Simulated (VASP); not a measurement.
# Mo (R-3m) in VASP: a series of runs, part 2 of 2

VASP 6.6.1. The steps go on from the part before.

## (3) Single point, PBE

This run uses another cell than the first one, of the same volume but with other edges.

File INCAR:

```
SYSTEM = Mo
PREC = Accurate
ENCUT = 520
EDIFF = 1E-6
ISMEAR = 0
SIGMA = 0.15
LREAL = .FALSE.
LASPH = .TRUE.
NELM = 60
ALGO = Fast
ISIF = 2
LWAVE = .FALSE.
LCHARG = .FALSE.
GGA = PE
NBANDS = 13
```

File KPOINTS:

```
Automatic mesh
0
G
  22 22 22
  0 0 0
```

File POSCAR:

```
Mo
1.0
   -2.1333254305      1.5784195551      1.5784195551
    1.5784195551     -2.1333254305      1.5784195551
    1.5784195551      1.5784195551     -2.1333254305
Mo
1
Direct
    0.0000000000      0.0000000000      0.0000000000
```

Potentials or basis: VASP PAW PBE potentials, release 64 (Mo_sv).

Launch:

```bash
cat potpaw_PBE.64/Mo_sv/POTCAR > POTCAR
mpirun -np 1 vasp_std > vasp.out
```

Run time: 61 s. Hardware: 1 thread of Intel Xeon 6975P-C (Granite Rapids), shared host; peak memory 0.29 GiB.

Results (log left out):

* Free energy: -3.5754 eV
* Pressure: 209.8 GPa
* Band gap on the k mesh: zero (band 7 reaches 17.02 eV, above the bottom of band 8 at 10.39 eV)

Stress tensor (GPa, compression positive):
```
209.76 202.37 202.37
202.37 209.76 202.37
202.37 202.37 209.76
```

Levels at points of the mesh, in eV from the Fermi level:
| k point | band 5 | band 6 | band 7 | band 8 | band 9 | band 10 |
| --- | --- | --- | --- | --- | --- | --- |
| (0.00, 0.00, 0.00) | -10.03 | -3.94 | -3.82 | -3.82 | 8.99 | 10.76 |
| (0.50, 0.00, 0.00) | -8.88 | -7.96 | 1.61 | 2.63 | 5.66 | 5.88 |
| (0.50, 0.50, 0.00) | -7.90 | -5.57 | -0.87 | 0.03 | 6.46 | 10.11 |
| (0.50, 0.50, 0.50) | -9.06 | -9.06 | 2.81 | 2.81 | 10.07 | 10.28 |

## (4) Single point, PBE

This run uses another cell than the first one, of the same volume but with other edges.

File INCAR:

```
SYSTEM = Mo
PREC     = Accurate       ! precision mode
ENCUT    = 520            ! plane-wave cutoff, eV
EDIFF    = 1E-6           ! SCF threshold, eV
ISMEAR   = 0              ! smearing method
SIGMA    = 0.15           ! smearing width, eV
LREAL    = .False.        ! projectors in reciprocal space
LASPH    = .True.         ! aspherical terms in the spheres
NELM     = 60             ! most SCF steps
ALGO     = Fast           ! electronic algorithm
ISIF     = 2              ! what is computed and relaxed
LWAVE    = .False.        ! write WAVECAR
LCHARG   = .False.        ! write CHGCAR
GGA      = PE             ! functional
NBANDS   = 13             ! bands
```

File KPOINTS:

```
Automatic mesh
0
Gamma
  22 22 22
  0 0 0
```

File POSCAR:

```
Mo
1.0
   -1.7234548524      1.5284490170      1.5284490170
    1.5284490170     -1.7234548524      1.5284490170
    1.5284490170      1.5284490170     -1.7234548524
Mo
1
Direct
    0.0000000000      0.0000000000      0.0000000000
```

Potentials or basis: VASP PAW PBE potentials, release 64 (Mo_sv).

Launch:

```bash
cat potpaw_PBE.64/Mo_sv/POTCAR > POTCAR
mpirun -np 1 vasp_std > vasp.out
```

OUTCAR:

```text
SYSTEM = Mo
   PREC = Accurate
   ENCUT = 520
   EDIFF = 1E-6
   ISMEAR = 0
   LREAL = .False.
   LASPH = .True.
   NELM = 60
   ISIF = 2
   GGA = PE

 ion  position               nearest neighbor table
   1  0.000  0.000  0.000-

  LATTYP: Found a trigonal (rhomboedric) cell.
 ALAT       =     2.7645269800
 COS(alpha) =    -0.3836738462

  Lattice vectors:

 A1 = (  -1.7234548524,   1.5284490170,   1.5284490170)
 A2 = (   1.5284490170,  -1.7234548524,   1.5284490170)
 A3 = (   1.5284490170,   1.5284490170,  -1.7234548524)

Analysis of symmetry for initial positions (statically):
=====================================================================
 Subroutine PRICEL returns:
 Original cell was already a primitive cell.

 Routine SETGRP: Setting up the symmetry group for a
 trigonal (rhombohedral) supercell.

 Subroutine GETGRP returns: Found 12 space group operations
 (whereof 12 operations were pure point group operations)
 out of a pool of 12 trial point group operations.

The static configuration has the point symmetry D_3d.

Analysis of symmetry for dynamics (positions and initial velocities):
[... 164 lines left out ...]
 Fermi energy:        14.3682038693

 k-point     1 :       0.0000    0.0000    0.0000
  band No.  band energies     occupation
      1     -47.1644      2.00000
      2     -20.3190      2.00000
      3     -20.3190      2.00000
      4     -19.1670      2.00000
      5       6.8286      2.00000
      6      10.3860      2.00000
      7      12.9603      2.00000
      8      12.9603      2.00000
      9      17.4539      0.00000
     10      17.4539      0.00000
     11      27.0165      0.00000
     12      30.7812      0.00000
     13      30.7812      0.00000
[... 354 lines left out ...]
  band No.  band energies     occupation
      1     -46.4210      2.00000
      2     -22.6422      2.00000
      3     -20.6436      2.00000
      4     -20.1071      2.00000
      5       8.3900      2.00000
      6      10.7462      2.00000
      7      15.0697      0.00000
      8      15.7291      0.00000
      9      17.5432      0.00000
     10      19.4582      0.00000
     11      26.2857      0.00000
     12      29.5719      0.00000
     13      33.6419      0.00000

 [... further k-points ...]
[... 5 lines left out ...]
  --------------------------------------------------------------------------------------
  -------------------------------------------------------------------------------------
  Total        4.2752744      4.2752744      4.2752744      2.5737097      2.5737097      2.5737097
  in kB      485.7632588    485.7632588    485.7632588    292.4288637    292.4288637    292.4288637
  external PRESSURE =     485.7632588 kB  Pullay stress =       0.0000000 kB

 VOLUME and BASIS-vectors are now :
 -----------------------------------------------------------------------------
  energy-cutoff  :      520.00
  volume of cell :       14.10
      direct lattice vectors                 reciprocal lattice vectors
    -1.723454852  1.528449017  1.528449017     0.044971295  0.352483460  0.352483460
     1.528449017 -1.723454852  1.528449017     0.352483460  0.044971295  0.352483460
     1.528449017  1.528449017 -1.723454852     0.352483460  0.352483460  0.044971295

 POSITION                                       TOTAL-FORCE (eV/Angst)
 -----------------------------------------------------------------------------------
      0.00000      0.00000      0.00000         0.000000     -0.000000      0.000000
 -----------------------------------------------------------------------------------
    total drift:                                0.000000      0.000000     -0.000000

  FREE ENERGIE OF THE ION-ELECTRON SYSTEM (eV)
  ---------------------------------------------------
  free  energy   TOTEN  =       -10.3076579155 eV

  energy  without entropy=      -10.3005967901  energy(sigma->0) =      -10.30412735
```

OSZICAR:

```text
N       E                     dE             d eps       ncg     rms          rms(c)
DAV:   1     0.943890945396E+02    0.94389E+02   -0.81042E+03 26852   0.112E+03
DAV:   2    -0.963874370307E+01   -0.10403E+03   -0.99944E+02 30539   0.316E+02
DAV:   3    -0.107873272948E+02   -0.11486E+01   -0.11460E+01 29914   0.331E+01
DAV:   4    -0.107898065574E+02   -0.24793E-02   -0.24792E-02 29679   0.187E+00
DAV:   5    -0.107898211491E+02   -0.14592E-04   -0.14590E-04 30309   0.128E-01    0.205E+01
RMM:   6    -0.103791273779E+02    0.41069E+00   -0.44437E-01 26680   0.646E+00    0.803E+00
RMM:   7    -0.103101503884E+02    0.68977E-01   -0.16984E-01 27507   0.400E+00    0.782E-01
RMM:   8    -0.103077179105E+02    0.24325E-02   -0.11155E-02 29841   0.117E+00    0.132E-01
RMM:   9    -0.103076604733E+02    0.57437E-04   -0.11343E-03 30679   0.389E-01    0.887E-02
RMM:  10    -0.103076633008E+02   -0.28274E-05   -0.13947E-04 30794   0.148E-01    0.197E-02
RMM:  11    -0.103076595313E+02    0.37695E-05   -0.29464E-05 30679   0.648E-02    0.742E-03
RMM:  12    -0.103076578438E+02    0.16875E-05   -0.58934E-06 28449   0.286E-02    0.189E-03
RMM:  13    -0.103076579155E+02   -0.71695E-07   -0.72930E-07 18338   0.822E-03
   1 F= -.10307658E+02 E0= -.10304127E+02  d E =-.706113E-02
```

stdout:

```text
POSCAR found type information on POSCAR Mo
 POSCAR found :  1 types and       1 ions
 scaLAPACK will be used
 LDA part: xc-table for (Slater+PW92), standard interpolation
 POSCAR, INCAR and KPOINTS ok, starting setup
 FFT: planning ... GRIDC
 FFT: planning ... GRID_SOFT
 FFT: planning ... GRID
 WAVECAR not read
 entering main loop
WARNING in EDDRMM: call to ZHEGV failed, returncode =   8  4     13
```

Wall time 83 s (1 thread of Intel Xeon 6975P-C (Granite Rapids), shared host); peak memory 0.28 GiB.

Results:

* Free energy: -10.3077 eV
* Pressure: 48.6 GPa
* Band gap on the k mesh: zero (band 7 reaches 17.65 eV, above the bottom of band 8 at 12.96 eV)

## (5) Overview

```tsv
cell	gap on the mesh (eV)	pressure (GPa)
a = 2.421 Å, angles 93.6°, 1 atom	none	65.7
a = 3.088 Å, angles 116.4°, 1 atom	none	209.8
a = 2.765 Å, angles 112.6°, 1 atom	none	48.6
```

Alike in all rows: task single point; level PBE; potentials or basis VASP PAW PBE potentials, release 64 (Mo_sv); no spin polarisation; k mesh 22 × 22 × 22; cutoff (eV) 520; smearing gaussian 0.15 eV.

Total energies depend on the potentials used, so only differences within one code and one set of settings carry meaning.
